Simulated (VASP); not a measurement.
Here is a VASP 6.6.1 calculation.

Contents of INCAR:

```
SYSTEM = KTaO3
  PREC = Accurate
  ENCUT = 520
  EDIFF = 1E-8
  ISMEAR = -1
  SIGMA = 0.01
  LREAL = .False.
  LASPH = .True.
  NELM = 120
  ALGO = Normal
  ISIF = 2
  LWAVE = .False.
  LCHARG = .False.
  GGA = CA
  LEFG = .True.
  NBANDS = 27
  GGA_COMPAT = .False.
```

The input KPOINTS:

```
regular mesh
0
Gamma
  5 5 5
  0 0 0
```

File POSCAR:

```
KTaO3
1.0
    3.9883000000      0.0598245000      0.0598245000
    0.0598245000      3.9883000000      0.0598245000
    0.0598245000      0.0598245000      3.9883000000
K Ta O
1 1 3
Direct
    0.5000000000      0.5000000000      0.5000000000
    0.0000000000      0.0000000000      0.0000000000
    0.5000000000      0.0000000000      0.0000000000
    0.0000000000      0.5000000000      0.0000000000
    0.0000000000      0.0000000000      0.5000000000
```

Potentials or basis: VASP PAW LDA potentials, release 64 (K_sv, Ta_pv, O).

The run is started by

```console
$ cat potpaw_LDA.64/K_sv/POTCAR potpaw_LDA.64/Ta_pv/POTCAR potpaw_LDA.64/O/POTCAR > POTCAR
$ mpirun -np 1 vasp_std > vasp.out
```

(1) Estimate the band gap on the k mesh.

(2) Estimate the pressure.

## Answers

(1) 2.05 eV, indirect (least direct gap 2.50 eV).

(2) -4.3 GPa.

Caveat: the cell differs from its parent crystal (equal xy, yz and zx shear strains of +3 %); without QUAD_EFG the Cq values of the log hold for a quadrupole moment of 1 mb, not for the nuclei; spin-orbit coupling is left out, which moves the levels of the heavy elements.
